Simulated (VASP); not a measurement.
Here is a VASP 6.6.1 calculation.

File INCAR:

```
SYSTEM = ZnS
PREC     = Accurate       ! precision mode
ENCUT    = 520            ! plane-wave cutoff, eV
EDIFF    = 1E-7           ! SCF threshold, eV
ISMEAR   = -1             ! smearing method
SIGMA    = 0.05           ! smearing width, eV
LREAL    = .FALSE.        ! projectors in reciprocal space
LASPH    = .TRUE.         ! aspherical terms in the spheres
NELM     = 80             ! most SCF steps
ALGO     = Normal         ! electronic algorithm
ISIF     = 2              ! what is computed and relaxed
LWAVE    = .FALSE.        ! write WAVECAR
LCHARG   = .TRUE.         ! write CHGCAR
GGA      = B5             ! functional
ALDAX    = 1.0          
AGGAX    = 1.0          
AGGAC    = 1.0          
ALDAC    = 0.0          
LELF     = .TRUE.         ! ELF
LVHAR    = .TRUE.       
NBANDS   = 16             ! bands
```

The input KPOINTS:

```
regular mesh
0
G
  9 9 9
  0 0 0
```

The input POSCAR:

```
ZnS
1.0
    0.0000000000      2.6838652254      2.6838652254
    2.6838652254      0.0000000000      2.6838652254
    2.6838652254      2.6838652254      0.0000000000
Zn S
1 1
Direct
    0.7500000000      0.7500000000      0.7500000000
    0.0000000000      0.0000000000      0.0000000000
```

Potentials or basis: VASP PAW PBE potentials, release 64 (Zn, S).

The run is started by

```sh
$ cat potpaw_PBE.64/Zn/POTCAR potpaw_PBE.64/S/POTCAR > POTCAR
$ mpirun -np 1 vasp_std > vasp.out
```

Q: Predict the band gap on the k mesh.

A: 2.22 eV, direct.

Q: Estimate the pressure.

A: 7.3 GPa.

Caveat: the PAW data sets were made with another functional, which shifts forces and pressure a little. BLYP gaps usually lie below the measured ones, often by a third to a half.
